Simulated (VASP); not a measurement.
Input of a VASP 6.6.1 run:

INCAR

```
PREC     = Accurate       # precision mode
ENCUT    = 600            # plane-wave cutoff, eV
EDIFF    = 1E-6           # SCF threshold, eV
ISMEAR   = -1             # smearing method
SIGMA    = 0.05           # smearing width, eV
LREAL    = F              # projectors in reciprocal space
LASPH    = T              # aspherical terms in the spheres
NELM     = 100            # most SCF steps
ALGO     = Fast           # electronic algorithm
ISIF     = 3              # what is computed and relaxed
LWAVE    = F              # write WAVECAR
LCHARG   = F              # write CHGCAR
GGA      = PS             # functional
IBRION   = 2              # ionic algorithm
NSW      = 60             # ionic steps
EDIFFG   = -0.01          # ionic threshold
```

File KPOINTS:

```
regular mesh
0
Gamma
  12 12 12
```

POSCAR

```
W
1.0
   -1.5823450000      1.5823450000      1.5823450000
    1.5823450000     -1.5823450000      1.5823450000
    1.5823450000      1.5823450000     -1.5823450000
W
1
Direct
    0.0000000000      0.0000000000      0.0000000000
```

Potentials or basis: VASP PAW PBE potentials, release 64 (W_sv).

Run with:

```bash
$ cat potpaw_PBE.64/W_sv/POTCAR > POTCAR
$ mpirun -np 1 vasp_std > vasp.out
```

Problem. Predict the relaxed volume.

Solution. 15.73 Å³/atom.

Problem. Predict the band gap on the k mesh.

Solution. Zero (band 7 reaches 16.62 eV, above the bottom of band 8 at 10.14 eV).

The path:
```
step  energy change (eV)  largest force (eV/Å)  pressure (GPa)  volume (Å³)
   1              0.0000                0.0000           -2.30        15.85
   2              0.0097                0.0000            8.70        15.33
   3             -0.0008                0.0000            0.03        15.73
```

Caveat: the PAW data sets were made with another functional, which shifts forces and pressure a little; spin-orbit coupling is left out, which moves the levels of the heavy elements.
